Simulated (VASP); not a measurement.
Write the native input for VASP 6.6.1 that does the following.

```yaml
Task: single point
Functional: PBEsol
Potentials_or_basis: VASP PAW PBE potentials, release 64 (W_sv, S)
Cutoff: 500 eV
k_mesh: 11 × 11 × 11
Occupations: gaussian, width 0.2 eV
Spin: no spin polarisation
Dipole_correction: no
Further_INCAR_settings: ALGO = Normal; EDIFF = 1e-06; NBANDS = 20
```

The structure of WS2 lies in POSCAR:

```
WS2
1.0
    1.5790000000      0.9116360000      6.1633330000
   -1.5790000000      0.9116360000      6.1633330000
    0.0000000000     -1.8232720000      6.1633330000
W S
1 2
Direct
    0.0000000000      0.0000000000      0.0000000000
    0.2497000000      0.2497000000      0.2497000000
    0.4190000000      0.4190000000      0.4190000000
```

One way to write it, as run:

INCAR

```
PREC = Accurate
ENCUT = 500
EDIFF = 1E-6
ISMEAR = 0
SIGMA = 0.2
LREAL = F
LASPH = T
NELM = 120
ALGO = Normal
ISIF = 2
LWAVE = F
LCHARG = T
GGA = PS
LELF = T
LVHAR = T
NBANDS = 20
GGA_COMPAT = F
```

KPOINTS

```
Automatic mesh
0
Gamma
  11 11 11
```

Potentials or basis: VASP PAW PBE potentials, release 64 (W_sv, S).

Run with:

```bash
$ cat potpaw_PBE.64/W_sv/POTCAR potpaw_PBE.64/S/POTCAR > POTCAR
$ mpirun -np 1 vasp_std > vasp.out
```

Results of the run:

* Pressure: -0.5 GPa
* Largest force: 0.601 eV/Å
* Band gap on the k mesh: 0.99 eV (least direct gap 2.13 eV)

Caveat: the PAW data sets were made with another functional, which shifts forces and pressure a little; spin-orbit coupling is left out, which moves the levels of the heavy elements; an odd mesh through Γ misses points on the zone boundary, where band edges can lie.

Wall time 11 min on 1 thread of Intel Xeon 8259CL, with other jobs on the host, peak memory 0.4 GiB.
